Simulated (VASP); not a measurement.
Crystal: Ni.

```
Ni
1.0
     0.00000    1.71246    1.71246
     1.71246    0.00000    1.71246
     1.71246    1.71246    0.00000
Ni
1
Cartesian
  0.0000 0.0000 0.0000
```

Base run:

```yaml
Program: VASP 6.6.1
Functional: LDA
Potentials_or_basis: VASP PAW LDA potentials, release 64 (Ni)
Cutoff: 520 eV
k_mesh: 16 × 16 × 16
Occupations: fermi-dirac, width 1 eV
Spin: collinear spin, ferromagnetic start
Starting_moments: "[0.607] μB"
```

Its results: band gap on the k mesh zero (filled and empty bands overlap); pressure 21.8 GPa; net moment 0.00 μB per cell.

Task: The run is repeated on the same cell with these changes: occupations from fermi-dirac, width 1 eV to gaussian, width 0.6 eV. What comes out?

Result: Band gap on the k mesh zero (filled and empty bands overlap); pressure 0.8 GPa; net moment 0.00 μB per cell.
